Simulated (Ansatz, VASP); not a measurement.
Mg2Zr3 in VASP and in Ansatz

```
Mg Zr
1.0
     5.11167    0.00000    0.00000
     0.00000    5.11167    0.00000
     0.00000    0.00000    5.11167
Mg Zr
2 3
Direct
  0.00000 0.00000 0.00000
  0.50000 0.50000 0.50000
  0.00000 0.50000 0.50000
  0.50000 0.00000 0.50000
  0.50000 0.50000 0.00000
```

Alike in both runs: functional PBE; k mesh 8 × 8 × 8; occupations gaussian, width 0.1 eV; no spin polarisation.

Ansatz relaxed the structure, and its values are those at the end. VASP's run is a single point on that final structure, the one shown.

|  | VASP | Ansatz |
| --- | --- | --- |
| version | VASP 6.6.1 | Ansatz 0.2.0 |
| potentials or method | VASP PAW PBE potentials, release 64 (Mg, Zr_sv), cutoff 520 eV | scalar-relativistic, plane waves, PAW |
| valence electrons in the cell | 40 | 56 |

```tsv
	VASP	Ansatz	Ansatz less VASP
gap on the k mesh at the Fermi level (eV)	none	none	-
pressure (GPa)	0.0	0.0	-0.05
```

A gap of «none» marks a metal or a gap that the smearing closes. The functional is the same, so the differences come from potentials, cutoffs and numerics. VASP's potentials hold 40 valence electrons a cell and Ansatz's 56, so a difference there can come from the potentials and not from the codes.
